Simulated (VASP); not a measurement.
# AlCo (CsCl type) (Pm-3m) in VASP: further runs

AlCo (CsCl type) is run at these levels: PBE; tasks: single point.

Program: VASP 6.6.1. These are calculated values, not measurements. Logs are shortened: lines on timing, memory, paths and dates and some standing lists are left out, and cuts for length are marked.

### Step 1. The cell of the first run

It takes space group Pm-3m (No. 221, cubic). The conventional cell has a = 2.852 Å, b = 2.852 Å, c = 2.852 Å, α = 90.00°, β = 90.00°, γ = 90.00°. Within 3.3 Å of Co (site symmetry m-3m) lie 8 Al at 2.47 Å and 6 Co at 2.85 Å. Within 3.3 Å of Al (site symmetry m-3m) lie 8 Co at 2.47 Å and 6 Al at 2.85 Å.

### Step 2. Single point, PBE

INCAR reads:

```
SYSTEM = AlCo
  ALGO = Normal
  EDIFF = 1E-6
  ENCUT = 520
  GGA = PE
  ISIF = 2
  ISMEAR = -1
  LASPH = .True.
  LCHARG = .False.
  LREAL = .False.
  LWAVE = .False.
  NBANDS = 13
  NELM = 100
  PREC = Accurate
  SIGMA = 0.08
```

KPOINTS reads:

```
k-points
0
Gamma
  14 14 14
  0 0 0
```

POSCAR reads:

```
AlCo
1.0
    2.8523779411      0.0000000000      0.0000000000
    0.0000000000      2.8523779411      0.0000000000
    0.0000000000      0.0000000000      2.8523779411
Co Al
1 1
Direct
    0.0000000000      0.0000000000      0.0000000000
    0.5000000000      0.5000000000      0.5000000000
```

Potentials or basis: VASP PAW PBE potentials, release 64 (Co, Al).

Run with:

```sh
$ cat potpaw_PBE.64/Co/POTCAR potpaw_PBE.64/Al/POTCAR > POTCAR
$ mpirun -np 1 vasp_std > vasp.out
```

OUTCAR:

```text
SYSTEM = AlCo
   EDIFF = 1E-6
   ENCUT = 520
   GGA = PE
   ISIF = 2
   ISMEAR = -1
   LASPH = .True.
   LREAL = .False.
   NELM = 100
   PREC = Accurate

 ion  position               nearest neighbor table
   1  0.000  0.000  0.000-   2 2.47   2 2.47   2 2.47   2 2.47   2 2.47   2 2.47   2 2.47   2 2.47

   2  0.500  0.500  0.500-   1 2.47   1 2.47   1 2.47   1 2.47   1 2.47   1 2.47   1 2.47   1 2.47

  LATTYP: Found a simple cubic cell.
 ALAT       =     2.8523779411

  Lattice vectors:

 A1 = (   2.8523779411,   0.0000000000,   0.0000000000)
 A2 = (   0.0000000000,   2.8523779411,   0.0000000000)
 A3 = (   0.0000000000,   0.0000000000,   2.8523779411)

Analysis of symmetry for initial positions (statically):
=====================================================================
 Subroutine PRICEL returns:
 Original cell was already a primitive cell.

 Routine SETGRP: Setting up the symmetry group for a
 simple cubic supercell.

 Subroutine GETGRP returns: Found 48 space group operations
 (whereof 48 operations were pure point group operations)
 out of a pool of 48 trial point group operations.

The static configuration has the point symmetry O_h .

Analysis of symmetry for dynamics (positions and initial velocities):
=====================================================================
 Subroutine PRICEL returns:
 Original cell was already a primitive cell.

 Routine SETGRP: Setting up the symmetry group for a
 simple cubic supercell.

 Subroutine GETGRP returns: Found 48 space group operations
 (whereof 48 operations were pure point group operations)
 out of a pool of 48 trial point group operations.

The dynamic configuration has the point symmetry O_h .

 Subroutine INISYM returns: Found 48 space group operations
 (whereof 48 operations are pure point group operations),
 and found     1 'primitive' translations

----------------------------------------------------------------------------------------

                                     Primitive cell

  volume of cell :      23.2071

  direct lattice vectors                    reciprocal lattice vectors
     2.852377941  0.000000000  0.000000000     0.350584677  0.000000000  0.000000000
     0.000000000  2.852377941  0.000000000     0.000000000  0.350584677  0.000000000
     0.000000000  0.000000000  2.852377941     0.000000000  0.000000000  0.350584677

  length of vectors
     2.852377941  2.852377941  2.852377941     0.350584677  0.350584677  0.350584677

  position of ions in fractional coordinates (direct lattice)
     0.000000000  0.000000000  0.000000000
     0.500000000  0.500000000  0.500000000

  ion indices of the primitive-cell ions
   primitive index   ion index
                 1           1
                 2           2

----------------------------------------------------------------------------------------

 KPOINTS: k-points

Automatic generation of k-mesh.
 Grid dimensions read from file:
 generate k-points for:   14   14   14

 Generating k-lattice:

  Cartesian coordinates                     Fractional coordinates (reciprocal lattice)
     0.025041763  0.000000000  0.000000000     0.071428571  0.000000000  0.000000000
     0.000000000  0.025041763  0.000000000     0.000000000  0.071428571  0.000000000
     0.000000000  0.000000000  0.025041763     0.000000000  0.000000000  0.071428571

  Length of vectors
     0.025041763  0.025041763  0.025041763

  Shift w.r.t. Gamma in fractional coordinates (k-lattice)
     0.000000000  0.000000000  0.000000000

 Subroutine IBZKPT returns following result:
 ===========================================

 Found    120 irreducible k-points:

 Following reciprocal coordinates:
            Coordinates               Weight
  0.000000  0.000000  0.000000      1.000000
  0.071429  0.000000  0.000000      6.000000
  0.142857  0.000000  0.000000      6.000000
  0.214286  0.000000  0.000000      6.000000
  0.285714  0.000000  0.000000      6.000000
  0.357143  0.000000  0.000000      6.000000
[... 16 lines left out ...]
  0.285714  0.214286  0.000000     24.000000
  0.357143  0.214286  0.000000     24.000000
 [... further k-points ...]
   k-points           NKPTS =    120   k-points in BZ     NKDIM =    120   number of bands    NBANDS=     13
   number of dos      NEDOS =    301   number of ions     NIONS =      2
   total plane-waves  NPLWV =  13824
   dimension x,y,z NGX =    24 NGY =   24 NGZ =   24
   dimension x,y,z NGXF=    48 NGYF=   48 NGZF=   48
   ions per type =               1   1
   NGX,Y,Z   is equivalent  to a cutoff of  13.99, 13.99, 13.99 a.u.
   NGXF,Y,Z  is equivalent  to a cutoff of  27.98, 27.98, 27.98 a.u.
 SYSTEM =  AlCo
   PREC   = accura    normal or accurate (medium, high low for compatibility)
   ISTART =      0    job   : 0-new  1-cont  2-samecut
   ICHARG =      2    charge: 1-file 2-atom 10-const
   ISPIN  =      1    spin polarized calculation?
   LNONCOLLINEAR =      F non collinear calculations
   LSORBIT =      F    spin-orbit coupling
   LASPH  =      T    aspherical Exc in radial PAW
   ENCUT  =  520.0 eV  38.22 Ry    6.18 a.u.   5.30  5.30  5.30*2*pi/ulx,y,z
   NELM   =    100;   NELMIN=  2; NELMDL= -5     # of ELM steps
   EDIFF  = 0.1E-05   stopping-criterion for ELM
   LREAL  =      F    real-space projection
   EDIFFG = 0.1E-04   stopping-criterion for IOM
   NSW    =      0    number of steps for IOM
   IBRION =     -1    ionic relax: 0-MD 1-quasi-New 2-CG
   NFREE  =      0    steps in history (QN), initial steepest desc. (CG)
   ISIF   =      2    stress and relaxation
   ISYM   =      2    0-nonsym 1-usesym 2-fastsym
   POTIM  = 0.5000    time-step for ionic-motion
   TEBEG  =    0.0;   TEEND  =   0.0 temperature during run
   PSTRESS=    0.0 pullay stress
   NELECT =      12.0000    total number of electrons
   NUPDOWN=      -1.0000    fix difference up-down
   EMIN   =  10.00;   EMAX   =-10.00  energy-range for DOS
   EFERMI =   0.00;   METHOD = LEGACY
   ISMEAR =    -1;   SIGMA  =   0.08  broadening in eV -4-tet -1-fermi 0-gaus
   EFERMI_NEDOS =   21; number of points for ismear=-14 and -15
   IALGO  =     38    algorithm
   IMIX   =      4    mixing-type and parameters
     AMIX     =   0.40;   BMIX     =  1.00
     AMIX_MAG =   1.60;   BMIX_MAG =  1.00
  volume/ion in A,a.u.               =      11.60        78.30
  Fermi-wavevector in a.u.,A,eV,Ry     =   1.313998  2.483097 23.491708  1.726592
  Thomas-Fermi vector in A             =   2.444282
   LORBIT       =      0    0 simple, 1 ext, 2 COOP (PROOUT), +10 PAW based schemes
   GGA     = PE    functional components
   LHFCALC =     F    Hartree Fock is set to
   AEXX    =    0.0000 exact exchange contribution
   IVDW    =     0    specifies the selected vdW correction
   LEPSILON=     F    determine dielectric tensor
   LRPA    =     F    only Hartree local field effects (RPA)
 non-spin polarized calculation
  energy-cutoff  :      520.00
  volume of cell :       23.21
 maximum number of plane-waves:       640
 NGX is ok and might be reduce to    24
   NGX = 11   NGY = 11   NGZ = 11

 number of electron      11.9999996 magnetization

 Free energy of the ion-electron system (eV)
  ---------------------------------------------------
  ext. energy  EPLUGINS =         0.00000000
  ---------------------------------------------------
  free energy    TOTEN  =       -11.99786704 eV

  energy without entropy =      -11.97966672  energy(sigma->0) =      -11.98876688

 E-fermi :  10.5109     XC(G=0): -12.2530

 val. band max:       10.4695487094   @ k =   0.4286   0.4286   0.0000
 cond. band min:      10.5125633003   @ k =   0.4286   0.4286   0.0714
 fundamental gap:      0.0430145910
 Fermi energy:        10.5108718459

 k-point     1 :       0.0000    0.0000    0.0000
  band No.  band energies     occupation
      1      -0.5163      2.00000
      2       7.5925      2.00000
      3       7.5925      2.00000
      4       9.6999      1.99992
      5       9.6999      1.99992
      6       9.6999      1.99992
      7      16.4938      0.00000
      8      16.4938      0.00000
      9      16.4938      0.00000
     10      19.2647      0.00000
     11      19.2647      0.00000
     12      25.6456      0.00000
     13      32.1289      0.00000

 k-point     2 :       0.0714    0.0000    0.0000
  band No.  band energies     occupation
      1      -0.4197      2.00000
      2       7.5828      2.00000
      3       7.6192      2.00000
      4       9.6479      1.99996
      5       9.6479      1.99996
      6       9.7053      1.99992
      7      15.5723      0.00000
      8      16.6288      0.00000
      9      16.6288      0.00000
     10      19.2525      0.00000
     11      20.1145      0.00000
     12      25.9598      0.00000
     13      31.0394      0.00000

 k-point     3 :       0.1429    0.0000    0.0000
  band No.  band energies     occupation
      1      -0.1317      2.00000
      2       7.5259      2.00000
      3       7.6954      2.00000
      4       9.5087      1.99999
      5       9.5087      1.99999
      6       9.7206      1.99990
      7      14.0384      0.00000
      8      17.0179      0.00000
      9      17.0179      0.00000
     10      19.2166      0.00000
     11      21.4039      0.00000
     12      26.9491      0.00000
     13      29.3122      0.00000
[... 305 lines left out ...]
 k-point    23 :       0.2857    0.2143    0.0000
  band No.  band energies     occupation
      1       1.7989      2.00000
      2       7.2143      2.00000
      3       7.8282      2.00000
      4       8.7735      2.00000
      5       9.1905      2.00000
      6       9.4362      2.00000
      7      11.9310      0.00000
      8      14.3796      0.00000
      9      19.4408      0.00000
     10      19.9070      0.00000
     11      22.8096      0.00000
     12      26.4937      0.00000
     13      26.9196      0.00000

 k-point    24 :       0.3571    0.2143    0.0000
  band No.  band energies     occupation
      1       2.5757      2.00000
      2       6.4927      2.00000
      3       8.0348      2.00000
      4       8.7053      2.00000
      5       9.0437      2.00000
      6       9.4608      2.00000
      7      11.1962      0.00038
      8      14.9932      0.00000
      9      18.9269      0.00000
     10      20.3281      0.00000
     11      22.6572      0.00000
     12      25.0399      0.00000
     13      27.3221      0.00000

 [... further k-points ...]
[... 5 lines left out ...]
  --------------------------------------------------------------------------------------
  -------------------------------------------------------------------------------------
  Total       -0.0032777     -0.0032777     -0.0032777     -0.0000000      0.0000000     -0.0000000
  in kB       -0.2262851     -0.2262851     -0.2262851     -0.0000000      0.0000000     -0.0000000
  external PRESSURE =      -0.2262851 kB  Pullay stress =       0.0000000 kB

 VOLUME and BASIS-vectors are now :
 -----------------------------------------------------------------------------
  energy-cutoff  :      520.00
  volume of cell :       23.21
      direct lattice vectors                 reciprocal lattice vectors
     2.852377941  0.000000000  0.000000000     0.350584677  0.000000000  0.000000000
     0.000000000  2.852377941  0.000000000     0.000000000  0.350584677  0.000000000
     0.000000000  0.000000000  2.852377941     0.000000000  0.000000000  0.350584677

 POSITION                                       TOTAL-FORCE (eV/Angst)
 -----------------------------------------------------------------------------------
      0.00000      0.00000      0.00000         0.000000      0.000000      0.000000
      1.42619      1.42619      1.42619         0.000000      0.000000      0.000000
 -----------------------------------------------------------------------------------
    total drift:                                0.000000      0.000000      0.000000

  FREE ENERGIE OF THE ION-ELECTRON SYSTEM (eV)
  ---------------------------------------------------
  free  energy   TOTEN  =       -11.9978670400 eV

  energy  without entropy=      -11.9796667225  energy(sigma->0) =      -11.98876688
```

It took 37 s on 1 thread of Intel Xeon 8259CL, shared host; peak memory 0.17 GiB.

What came out:

| Property | Result |
| --- | --- |
| Free energy | -11.9979 eV |
| Pressure | 0.0 GPa |
| Band gap on the k mesh | zero (band 6 reaches 12.93 eV, above the bottom of band 7 at 10.30 eV) |

Levels at points of the mesh, in eV from the Fermi level:
| k point | band 3 | band 4 | band 5 | band 6 | band 7 | band 8 | band 9 | band 10 |
| --- | --- | --- | --- | --- | --- | --- | --- | --- |
| (0.00, 0.00, 0.00) | -2.92 | -0.81 | -0.81 | -0.81 | 5.98 | 5.98 | 5.98 | 8.75 |
| (0.50, 0.00, 0.00) | -2.33 | -1.68 | -1.68 | -0.70 | 0.20 | 8.43 | 10.63 | 10.63 |
| (0.50, 0.50, 0.00) | -2.64 | -2.64 | -1.47 | -1.47 | -0.21 | 2.45 | 3.46 | 12.75 |
| (0.50, 0.50, 0.50) | -3.90 | -0.17 | -0.17 | 2.42 | 2.42 | 2.42 | 4.12 | 5.33 |

### Step 3. Single point, PBE

INCAR reads:

```
PREC     = Accurate       # precision mode
ENCUT    = 520            # plane-wave cutoff, eV
EDIFF    = 1E-6           # SCF threshold, eV
ISMEAR   = -1             # smearing method
SIGMA    = 0.08           # smearing width, eV
LREAL    = False          # projectors in reciprocal space
LASPH    = True           # aspherical terms in the spheres
NELM     = 60             # most SCF steps
ALGO     = Normal         # electronic algorithm
ISIF     = 2              # what is computed and relaxed
LWAVE    = False          # write WAVECAR
LCHARG   = True           # write CHGCAR
GGA      = PE             # functional
LELF     = True           # ELF
LVHAR    = True         
NBANDS   = 13             # bands
```

KPOINTS reads:

```
Automatic mesh
0
Gamma
  14 14 14
```

POSCAR is that of step 2.

Potentials or basis: VASP PAW PBE potentials, release 64 (Co, Al).

Run with:

```sh
$ cat potpaw_PBE.64/Co/POTCAR potpaw_PBE.64/Al/POTCAR > POTCAR
$ mpirun -np 1 vasp_std > vasp.out
```

OUTCAR:

```text
PREC = Accurate
   ENCUT = 520
   EDIFF = 1E-6
   ISMEAR = -1
   LREAL = False
   LASPH = True
   NELM = 60
   ISIF = 2
   GGA = PE

 ion  position               nearest neighbor table
   1  0.000  0.000  0.000-   2 2.47   2 2.47   2 2.47   2 2.47   2 2.47   2 2.47   2 2.47   2 2.47

   2  0.500  0.500  0.500-   1 2.47   1 2.47   1 2.47   1 2.47   1 2.47   1 2.47   1 2.47   1 2.47

  LATTYP: Found a simple cubic cell.
 ALAT       =     2.8523779411

  Lattice vectors:

 A1 = (   2.8523779411,   0.0000000000,   0.0000000000)
 A2 = (   0.0000000000,   2.8523779411,   0.0000000000)
 A3 = (   0.0000000000,   0.0000000000,   2.8523779411)

Analysis of symmetry for initial positions (statically):
=====================================================================
 Subroutine PRICEL returns:
 Original cell was already a primitive cell.

 Routine SETGRP: Setting up the symmetry group for a
 simple cubic supercell.

 Subroutine GETGRP returns: Found 48 space group operations
 (whereof 48 operations were pure point group operations)
 out of a pool of 48 trial point group operations.

The static configuration has the point symmetry O_h .

Analysis of symmetry for dynamics (positions and initial velocities):
=====================================================================
 Subroutine PRICEL returns:
 Original cell was already a primitive cell.

 Routine SETGRP: Setting up the symmetry group for a
 simple cubic supercell.

 Subroutine GETGRP returns: Found 48 space group operations
 (whereof 48 operations were pure point group operations)
 out of a pool of 48 trial point group operations.

The dynamic configuration has the point symmetry O_h .

 Subroutine INISYM returns: Found 48 space group operations
 (whereof 48 operations are pure point group operations),
 and found     1 'primitive' translations

[... 115 lines left out ...]
  volume/ion in A,a.u.               =      11.60        78.30
  Fermi-wavevector in a.u.,A,eV,Ry     =   1.313998  2.483097 23.491708  1.726592
  Thomas-Fermi vector in A             =   2.444282
   LORBIT       =      0    0 simple, 1 ext, 2 COOP (PROOUT), +10 PAW based schemes
   GGA     = PE    functional components
   LHFCALC =     F    Hartree Fock is set to
   AEXX    =    0.0000 exact exchange contribution
   IVDW    =     0    specifies the selected vdW correction
   LEPSILON=     F    determine dielectric tensor
   LRPA    =     F    only Hartree local field effects (RPA)
 non-spin polarized calculation
  energy-cutoff  :      520.00
  volume of cell :       23.21
 maximum number of plane-waves:       640
 NGX is ok and might be reduce to    24
   NGX = 11   NGY = 11   NGZ = 11

 number of electron      11.9999996 magnetization

 Free energy of the ion-electron system (eV)
  ---------------------------------------------------
  ext. energy  EPLUGINS =         0.00000000
  ---------------------------------------------------
  free energy    TOTEN  =       -11.99786704 eV

  energy without entropy =      -11.97966672  energy(sigma->0) =      -11.98876688

 E-fermi :  10.5109     XC(G=0): -12.2530

 val. band max:       10.4695487094   @ k =   0.4286   0.4286   0.0000
 cond. band min:      10.5125633003   @ k =   0.4286   0.4286   0.0714
 fundamental gap:      0.0430145910
 Fermi energy:        10.5108718459

 k-point     1 :       0.0000    0.0000    0.0000
  band No.  band energies     occupation
      1      -0.5163      2.00000
      2       7.5925      2.00000
      3       7.5925      2.00000
      4       9.6999      1.99992
      5       9.6999      1.99992
      6       9.6999      1.99992
      7      16.4938      0.00000
      8      16.4938      0.00000
      9      16.4938      0.00000
     10      19.2647      0.00000
     11      19.2647      0.00000
     12      25.6456      0.00000
     13      32.1289      0.00000
[... 354 lines left out ...]
  band No.  band energies     occupation
      1       2.5757      2.00000
      2       6.4927      2.00000
      3       8.0348      2.00000
      4       8.7053      2.00000
      5       9.0437      2.00000
      6       9.4608      2.00000
      7      11.1962      0.00038
      8      14.9932      0.00000
      9      18.9269      0.00000
     10      20.3281      0.00000
     11      22.6572      0.00000
     12      25.0399      0.00000
     13      27.3221      0.00000

 [... further k-points ...]
[... 5 lines left out ...]
  --------------------------------------------------------------------------------------
  -------------------------------------------------------------------------------------
  Total       -0.0032777     -0.0032777     -0.0032777     -0.0000000      0.0000000     -0.0000000
  in kB       -0.2262851     -0.2262851     -0.2262851     -0.0000000      0.0000000     -0.0000000
  external PRESSURE =      -0.2262851 kB  Pullay stress =       0.0000000 kB

 VOLUME and BASIS-vectors are now :
 -----------------------------------------------------------------------------
  energy-cutoff  :      520.00
  volume of cell :       23.21
      direct lattice vectors                 reciprocal lattice vectors
     2.852377941  0.000000000  0.000000000     0.350584677  0.000000000  0.000000000
     0.000000000  2.852377941  0.000000000     0.000000000  0.350584677  0.000000000
     0.000000000  0.000000000  2.852377941     0.000000000  0.000000000  0.350584677

 POSITION                                       TOTAL-FORCE (eV/Angst)
 -----------------------------------------------------------------------------------
      0.00000      0.00000      0.00000         0.000000      0.000000      0.000000
      1.42619      1.42619      1.42619         0.000000      0.000000      0.000000
 -----------------------------------------------------------------------------------
    total drift:                                0.000000      0.000000      0.000000

  FREE ENERGIE OF THE ION-ELECTRON SYSTEM (eV)
  ---------------------------------------------------
  free  energy   TOTEN  =       -11.9978670400 eV

  energy  without entropy=      -11.9796667225  energy(sigma->0) =      -11.98876688
```

Wall time 40 s (1 thread of Intel Xeon 8259CL, shared host); peak memory 0.17 GiB.

Results:

```
Free energy            : -11.9979 eV
Pressure               : 0.0 GPa
Band gap on the k mesh : zero (band 6 reaches 12.93 eV, above the bottom of band 7 at 10.30 eV)
```
